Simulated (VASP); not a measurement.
# As (Pm-3m) in VASP: a series of runs, part 2 of 2

VASP 6.6.1. Earlier steps stand in the parts before.

### Step 4. Relaxation of cell and atoms, r2SCAN, target pressure 5 GPa, at which the enthalpy is minimised

This run uses another cell than the first one, of 23.64 Å³/atom.

Contents of POSCAR:

```
As
1.0
    2.8700000000      0.0000000000      0.0000000000
    0.0000000000      2.8700000000      0.0000000000
    0.0000000000      0.0000000000      2.8700000000
As
1
Direct
    0.0000000000      0.0000000000      0.0000000000
```

Contents of INCAR.step1:

```
SYSTEM = As
  PREC = Accurate
  ENCUT = 600
  ISMEAR = 0
  SIGMA = 0.1
  LREAL = .False.
  LASPH = .True.
  NELM = 100
  GGA = PE
  ALGO = Normal
  EDIFF = 1E-4
  LWAVE = .True.
  LCHARG = .False.
```

Contents of INCAR.step2:

```
SYSTEM = As
  PREC = Accurate
  ENCUT = 600
  EDIFF = 1E-7
  ISMEAR = 0
  SIGMA = 0.1
  LREAL = .False.
  LASPH = .True.
  NELM = 100
  ALGO = Normal
  ISIF = 3
  LWAVE = .False.
  LCHARG = .False.
  METAGGA = R2SCAN
  LMIXTAU = .True.
  IBRION = 2
  NSW = 80
  EDIFFG = -0.02
  PSTRESS = 50.0
  ISTART = 1
```

Contents of KPOINTS:

```
regular mesh
0
Gamma
  9 9 9
  0 0 0
```

Potentials or basis: VASP PAW PBE potentials, release 64 (As).

Started as:

```
> cat potpaw_PBE.64/As/POTCAR > POTCAR
> cp INCAR.step1 INCAR
> mpirun -np 1 vasp_std > vasp.out
> cp INCAR.step2 INCAR
> mpirun -np 1 vasp_std > vasp.out
```

OUTCAR:

```text
SYSTEM = As
   PREC = Accurate
   ENCUT = 600
   EDIFF = 1E-7
   ISMEAR = 0
   LREAL = .False.
   LASPH = .True.
   NELM = 100
   ISIF = 3
   METAGGA = R2SCAN
   IBRION = 2
   NSW = 80
   EDIFFG = -0.02
   PSTRESS = 50.0
   ISTART = 1

 ion  position               nearest neighbor table
   1  0.000  0.000  0.000-

  LATTYP: Found a simple cubic cell.
 ALAT       =     2.8700000000

  Lattice vectors:

 A1 = (   2.8700000000,   0.0000000000,   0.0000000000)
 A2 = (   0.0000000000,   2.8700000000,   0.0000000000)
 A3 = (   0.0000000000,   0.0000000000,   2.8700000000)

Analysis of symmetry for initial positions (statically):
=====================================================================
 Subroutine PRICEL returns:
 Original cell was already a primitive cell.

 Routine SETGRP: Setting up the symmetry group for a
 simple cubic supercell.

 Subroutine GETGRP returns: Found 48 space group operations
 (whereof 48 operations were pure point group operations)
 out of a pool of 48 trial point group operations.

The static configuration has the point symmetry O_h .

Analysis of symmetry for dynamics (positions and initial velocities):
=====================================================================
 Subroutine PRICEL returns:
 Original cell was already a primitive cell.

 Routine SETGRP: Setting up the symmetry group for a
 simple cubic supercell.

 Subroutine GETGRP returns: Found 48 space group operations
 (whereof 48 operations were pure point group operations)
 out of a pool of 48 trial point group operations.

The dynamic configuration has the point symmetry O_h .

 Subroutine INISYM returns: Found 48 space group operations
 (whereof 48 operations are pure point group operations),
 and found     1 'primitive' translations

----------------------------------------------------------------------------------------

                                     Primitive cell

  volume of cell :      23.6399

[... 85 lines left out ...]
   NELM   =    100;   NELMIN=  2; NELMDL=  0     # of ELM steps
   EDIFF  = 0.1E-06   stopping-criterion for ELM
   LREAL  =      F    real-space projection
   EDIFFG = -.2E-01   stopping-criterion for IOM
   NSW    =     80    number of steps for IOM
   IBRION =      2    ionic relax: 0-MD 1-quasi-New 2-CG
   NFREE  =      1    steps in history (QN), initial steepest desc. (CG)
   ISIF   =      3    stress and relaxation
   ISYM   =      2    0-nonsym 1-usesym 2-fastsym
   POTIM  = 0.5000    time-step for ionic-motion
   TEBEG  =    0.0;   TEEND  =   0.0 temperature during run
   PSTRESS=   50.0 pullay stress
   NELECT =       5.0000    total number of electrons
   NUPDOWN=      -1.0000    fix difference up-down
   EMIN   =  10.00;   EMAX   =-10.00  energy-range for DOS
   EFERMI =   0.00;   METHOD = LEGACY
   ISMEAR =     0;   SIGMA  =   0.10  broadening in eV -4-tet -1-fermi 0-gaus
   EFERMI_NEDOS =   21; number of points for ismear=-14 and -15
   IALGO  =     38    algorithm
   IMIX   =      4    mixing-type and parameters
     AMIX     =   0.40;   BMIX     =  1.00
     AMIX_MAG =   1.60;   BMIX_MAG =  1.00
  volume/ion in A,a.u.               =      23.64       159.53
  Fermi-wavevector in a.u.,A,eV,Ry     =   0.975400  1.843240 12.944664  0.951406
  Thomas-Fermi vector in A             =   2.105937
   LORBIT       =      0    0 simple, 1 ext, 2 COOP (PROOUT), +10 PAW based schemes
   METAGGA = R2SCAN    functional components
   LHFCALC =     F    Hartree Fock is set to
   AEXX    =    0.0000 exact exchange contribution
   IVDW    =     0    specifies the selected vdW correction
   LEPSILON=     F    determine dielectric tensor
   LRPA    =     F    only Hartree local field effects (RPA)
 conjugate gradient relaxation of ions
 non-spin polarized calculation
 Gauss-broadening in eV      SIGMA  =   0.10
  energy-cutoff  :      600.00
  volume of cell :       23.64
 maximum number of plane-waves:       808
 NGX is ok and might be reduce to    24
   NGX = 11   NGY = 11   NGZ = 11

--------------------------------------- Ionic step        1  -------------------------------------------

 number of electron       5.0000001 magnetization

 Free energy of the ion-electron system (eV)
  ---------------------------------------------------
  ext. energy  EPLUGINS =         0.00000000
  ---------------------------------------------------
  free energy    TOTEN  =       -14.40194343 eV

  energy without entropy =      -14.40041557  energy(sigma->0) =      -14.40117950

 E-fermi :   3.9401     XC(G=0): -10.1245

 val. band max:        3.7905952287   @ k =   0.4444   0.3333   0.3333
 cond. band min:       4.0153324779   @ k =   0.3333   0.2222   0.0000
 fundamental gap:      0.2247372492
 Fermi energy:         3.9400761276

 k-point     1 :       0.0000    0.0000    0.0000
  band No.  band energies     occupation
      1     -10.2924      2.00000
      2       7.5254      0.00000
      3       7.5254      0.00000
      4       7.5254      0.00000
      5      12.6577      0.00000
      6      12.6577      0.00000
[... 317 lines left out ...]
--------------------------------------- Ionic step        4  -------------------------------------------

 number of electron       4.9999999 magnetization

 Free energy of the ion-electron system (eV)
  ---------------------------------------------------
  ext. energy  EPLUGINS =         0.00000000
  ---------------------------------------------------
  free energy    TOTEN  =       -14.53528137 eV

  energy without entropy =      -14.53309515  energy(sigma->0) =      -14.53418826

 E-fermi :   6.7449     XC(G=0): -11.1888

 val. band max:        6.6319205363   @ k =   0.3333   0.2222   0.0000
 cond. band min:       6.8359746091   @ k =   0.3333   0.2222   0.1111
 fundamental gap:      0.2040540728
 Fermi energy:         6.7448619895

 k-point     1 :       0.0000    0.0000    0.0000
  band No.  band energies     occupation
      1      -9.7861      2.00000
      2      11.0264      0.00000
      3      11.0264      0.00000
      4      11.0264      0.00000
      5      15.3922      0.00000
      6      15.3922      0.00000
[... 239 lines left out ...]
  energy  without entropy=      -14.5330951534  energy(sigma->0) =      -14.53418826

  enthalpy is  TOTEN    =       -13.9520863016 eV   P V=        0.5831950653

 reached required accuracy - stopping structural energy minimisation
```

It took 26 s on 1 thread of Intel Xeon 6975P-C (Granite Rapids), shared host; peak memory 0.15 GiB.

Results:

```
Free energy                                                : -14.5353 eV
Relaxed volume                                             : 18.69 Å³/atom
Relaxed cell                                               : a = 2.654 Å, b = 2.654 Å, c = 2.654 Å, α = 90.00°, β = 90.00°, γ = 90.00°
Space group after relaxing (to 0.1 Å)                      : Pm-3m (No. 221)
Energy change on relaxing (the run minimises the enthalpy) : -133.3 meV/atom
Ionic steps                                                : 4
Pressure after relaxing                                    : 5.2 GPa
Band gap on the k mesh                                     : zero (an odd number of electrons rules out a gap without spin polarisation)
```

The path:
```csv
step,energy change (eV),largest force (eV/Å),pressure (GPa),volume (Å³)
1,0.0000,0.0000,-10.36,23.64
2,0.0206,0.0000,20.90,16.70
3,-0.1361,0.0000,4.63,18.78
4,-0.1333,0.0000,5.16,18.69
```

Final structure:
```cif
data_structure
_symmetry_space_group_name_H-M 'P 1'
_symmetry_Int_Tables_number 1
_cell_length_a 2.6537
_cell_length_b 2.6537
_cell_length_c 2.6537
_cell_angle_alpha 90.000
_cell_angle_beta 90.000
_cell_angle_gamma 90.000
_cell_volume 18.69
loop_
_atom_site_label
_atom_site_type_symbol
_atom_site_fract_x
_atom_site_fract_y
_atom_site_fract_z
_atom_site_occupancy
As1 As 0.00000 0.00000 0.00000 1
```

Caveat: the cell is relaxed towards a set pressure, so the run minimises the enthalpy, not the energy; the volume moved by over 15 % at a fixed basis, so the end points are rough; the PAW data sets were made with another functional, which shifts forces and pressure a little.

### Step 5. Overview

```csv
task,cell,cutoff (eV),gap on the mesh (eV),pressure (GPa)
single point,"a = 2.700 Å, 1 atom",520,none,-0.1
relaxation of cell and atoms,"relaxed from a = 2.870 Å, 1 atom",600,none,0.1
relaxation of cell and atoms,"relaxed to 5 GPa from a = 2.870 Å, 1 atom",600,none,5.2
```

Alike in all rows: level r2SCAN; potentials or basis VASP PAW PBE potentials, release 64 (As); no spin polarisation; k mesh 9 × 9 × 9; smearing gaussian 0.1 eV.

Caveats: the PAW data sets were made with another functional, which shifts forces and pressure a little; the volume moved by over 15 % at a fixed basis, so the end points are rough (at least some runs); the cell is relaxed towards a set pressure, so the run minimises the enthalpy, not the energy (at least some runs).

Absolute energies hang on the potentials; compare differences alone.
